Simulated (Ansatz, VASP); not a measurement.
# One calculation of CaSe, two programs

Contents of INCAR:

```
PREC = Accurate
ENCUT = 500
EDIFF = 1E-6
ISMEAR = 0
SIGMA = 0.01
LREAL = F
LASPH = T
NELM = 120
ALGO = Normal
ISIF = 2
LWAVE = F
LCHARG = T
GGA = CA
LELF = T
LVHAR = T
NBANDS = 15
GGA_COMPAT = F
```

Contents of KPOINTS:

```
Automatic mesh
0
Gamma
  6 6 6
```

The input POSCAR:

```
CaSe
1.0
    0.0000000000      2.9675306059      2.9675306059
    2.9675306059      0.0000000000      2.9675306059
    2.9675306059      2.9675306059      0.0000000000
Ca Se
1 1
Direct
    0.0000000000      0.0000000000      0.0000000000
    0.5000000000      0.5000000000      0.5000000000
```

Input for Ansatz:

```yaml
crystal:
  lattice:
    - [0.0, 2.9675306059, 2.9675306059]
    - [2.9675306059, 0.0, 2.9675306059]
    - [2.9675306059, 2.9675306059, 0.0]
  atoms:
    - { symbol: Ca, position: [0.0, 0.0, 0.0] }
    - { symbol: Se, position: [0.5, 0.5, 0.5] }
kpoints:
  mp_grid: { grid: [6, 6, 6] }
hamiltonian:
  xc: lda
scf:
  occupations: { method: fixed }
  n_extra_bands: 4
output:
  forces: true
  stress: true
  eigenvalues: true
```

Alike in both runs: task single point; functional LDA; k mesh 6 × 6 × 6; no spin polarisation.

|  | VASP | Ansatz |
| --- | --- | --- |
| version | VASP 6.6.1 | Ansatz 0.2.0 |
| potentials or method | VASP PAW LDA potentials, release 64 (Ca_sv, Se) | plane waves |
| plane-wave cutoff (eV) | 500 | 420 |
| occupations | gaussian, width 0.01 eV | fixed |
| valence electrons in the cell | 16 | 26 |

|  | VASP | Ansatz | Ansatz less VASP |
| --- | --- | --- | --- |
| gap on the k mesh at the Fermi level (eV) | 1.89 | 1.90 | +0.016 |
| pressure (GPa) | -3.4 | -3.6 | -0.22 |

LDA's correlation is that of Perdew and Zunger in VASP and of Perdew and Wang (1992) in Ansatz. VASP's potentials hold 16 valence electrons a cell and Ansatz's 26, so a difference there can come from the potentials and not from the codes.
